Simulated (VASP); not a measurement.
Write the native input for VASP 6.6.1 that does the following.

- Task: single point
- Functional: r2SCAN
- Potentials or basis: VASP PAW PBE potentials, release 64 (Fe)
- Cutoff: 520 eV
- k mesh: 26 × 26 × 26
- Occupations: fermi-dirac, width 0.1 eV
- Spin: no spin polarisation
- Dipole correction: no
- Further INCAR settings: ALGO = Normal; EDIFF = 1e-07; NBANDS = 10

The system is Fe.

```xyz
1
Lattice="-1.3650 1.3650 1.3650 1.3650 -1.3650 1.3650 1.3650 1.3650 -1.3650" Properties=species:S:1:pos:R:3 pbc="T T T"
Fe    0.0000    0.0000    0.0000
```

These files were run (other wordings do the same):

POSCAR

```
Fe
1.0
   -1.3650158401      1.3650158401      1.3650158401
    1.3650158401     -1.3650158401      1.3650158401
    1.3650158401      1.3650158401     -1.3650158401
Fe
1
Direct
    0.0000000000      0.0000000000      0.0000000000
```

INCAR.step1

```
SYSTEM = Fe
PREC = Accurate
ENCUT = 520
ISMEAR = -1
SIGMA = 0.1
LREAL = .False.
LASPH = .True.
NELM = 60
NBANDS = 10
GGA = PE
ALGO = Normal
EDIFF = 1E-4
LWAVE = .True.
LCHARG = .False.
```

INCAR.step2

```
SYSTEM = Fe
PREC = Accurate
ENCUT = 520
EDIFF = 1E-7
ISMEAR = -1
SIGMA = 0.1
LREAL = .False.
LASPH = .True.
NELM = 60
ALGO = Normal
ISIF = 2
LWAVE = .False.
LCHARG = .False.
METAGGA = R2SCAN
LMIXTAU = .True.
NBANDS = 10
ISTART = 1
```

KPOINTS

```
Automatic mesh
0
Gamma
  26 26 26
  0 0 0
```

Potentials or basis: VASP PAW PBE potentials, release 64 (Fe).

The run is started by

```sh
$ cat potpaw_PBE.64/Fe/POTCAR > POTCAR
$ cp INCAR.step1 INCAR
$ mpirun -np 1 vasp_std > vasp.out
$ cp INCAR.step2 INCAR
$ mpirun -np 1 vasp_std > vasp.out
```

It gave:

```
Pressure               : 0.7 GPa
Band gap on the k mesh : zero (band 4 reaches 7.98 eV, above the bottom of band 5 at 5.81 eV)
```

Caveat: the PAW data sets were made with another functional, which shifts forces and pressure a little; the run has no spin polarisation, though such a crystal can be magnetic.

Run time: 2.5 min on 1 thread of Intel(R) Xeon(R) Platinum 8259CL CPU @ 2.50GHz (Skylake/Cascade Lake) (shared host), peak memory 0.17 GiB.
